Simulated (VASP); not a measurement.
## InSb: single point with PBE

The system is InSb.

```
In Sb
1.0
     0.00000    3.23910    3.17432
     3.23910    0.00000    3.17432
     3.23910    3.23910    0.00000
In Sb
1 1
Direct
  0.00000 0.00000 0.00000
  0.75000 0.75000 0.75000
```

This cell differs from its parent crystal: strain -0.0200 x Voigt [0, 0, 1, 0, 0, 0].

```yaml
Program: VASP 6.6.1
Task: single point
Functional: PBE
Potentials_or_basis: VASP PAW PBE potentials, release 64 (In_d, Sb)
Cutoff: 520 eV
k_mesh: 12 × 12 × 12
Occupations: gaussian, width 0.15 eV
Spin: no spin polarisation
```

```yaml
Pressure: 4.2 GPa
```

Stress tensor (GPa, compression positive):
```
4.03 0.00 0.00
0.00 4.03 0.00
0.00 0.00 4.51
```

Levels at points of the mesh, in eV from the Fermi level:
| k point | band 5 | band 6 | band 7 | band 8 | band 9 | band 10 | band 11 | band 12 | band 13 | band 14 |
| --- | --- | --- | --- | --- | --- | --- | --- | --- | --- | --- |
| (0.00, 0.00, 0.00) | -14.68 | -10.97 | -0.20 | -0.16 | -0.16 | -0.06 | 2.81 | 2.85 | 2.85 | 5.63 |
| (0.50, 0.00, 0.00) | -14.68 | -9.55 | -5.84 | -1.23 | -1.10 | 0.45 | 3.64 | 3.75 | 5.96 | 8.26 |
| (0.50, 0.50, 0.00) | -14.67 | -8.88 | -6.06 | -2.53 | -2.53 | 1.09 | 1.12 | 8.16 | 8.16 | 8.89 |
| (0.50, 0.00, 0.50) | -14.68 | -8.94 | -6.16 | -2.43 | -2.41 | 1.22 | 1.25 | 8.09 | 8.17 | 8.77 |

It took 100 s on 1 thread of AMD EPYC 9R45 96-Core Processor (Zen 5), on a shared host, peak memory 0.3 GiB.

Caveat: the cell differs from its parent crystal (strain -0.0200 x Voigt [0, 0, 1, 0, 0, 0]); spin-orbit coupling is left out, which moves the levels of the heavy elements.
